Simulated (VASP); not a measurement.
Crystal: Si5Sn.

```
Si Sn
1.0
     5.27512    0.00000    0.00000
    -2.63756    4.56839    0.00000
     0.00000    0.00000    4.33159
Si Sn
5 1
Direct
  0.50000 0.50000 0.00000
  0.33333 0.66667 0.50000
  0.00000 0.50000 0.00000
  0.50000 0.00000 0.00000
  0.66667 0.33333 0.50000
  0.00000 0.00000 0.50000
```

The cell was built from a structure type or drawn by symmetry, and may not be a known phase.

* Program: VASP 6.6.1
* Task: relaxation of cell and atoms
* Functional: PBE
* Potentials or basis: VASP PAW PBE potentials, release 64 (Si, Sn_d)
* Cutoff: 600 eV
* k mesh: 12 × 12 × 10
* Occupations: gaussian, width 0.1 eV
* Spin: no spin polarisation

At the start: pressure 0.0 GPa; volume 17.40 Å³/atom.

Problem. How do energy, volume and symmetry change on relaxing?

Solution. Over 10 steps the energy falls by 5.3 meV/atom and the volume is 17.42 Å³/atom (+0.1 %); space group P6/mmm (No. 191, to 0.1 Å) before and after.

The path:
| step | energy change (eV) | largest force (eV/Å) | pressure (GPa) | volume (Å³) |
| --- | --- | --- | --- | --- |
| 1 | 0.0000 | 0.0000 | 0.05 | 104.39 |
| 2 | -0.0015 | 0.0000 | 0.00 | 104.46 |
| 3 | -0.0054 | 0.0000 | -0.19 | 104.69 |
| 4 | -0.0196 | 0.0000 | -0.58 | 105.11 |
| 5 | -0.0082 | 0.0000 | -0.43 | 105.82 |
| 6 | -0.0302 | 0.0000 | -0.63 | 105.40 |
| 7 | -0.0307 | 0.0000 | -0.39 | 105.15 |
| 8 | -0.0308 | 0.0000 | -0.44 | 105.20 |
| 9 | -0.0313 | 0.0000 | -0.32 | 105.01 |
| 10 | -0.0320 | 0.0000 | -0.02 | 104.51 |

Final structure:
```
CELL_PARAMETERS angstrom
5.38341 0.00000 0.00000
-2.69171 4.66217 0.00000
0.00000 0.00000 4.16387
ATOMIC_POSITIONS crystal
Si 0.50000 0.50000 0.00000
Si 0.33333 0.66667 0.50000
Si 0.00000 0.50000 0.00000
Si 0.50000 0.00000 0.00000
Si 0.66667 0.33333 0.50000
Sn 0.00000 0.00000 0.50000
```
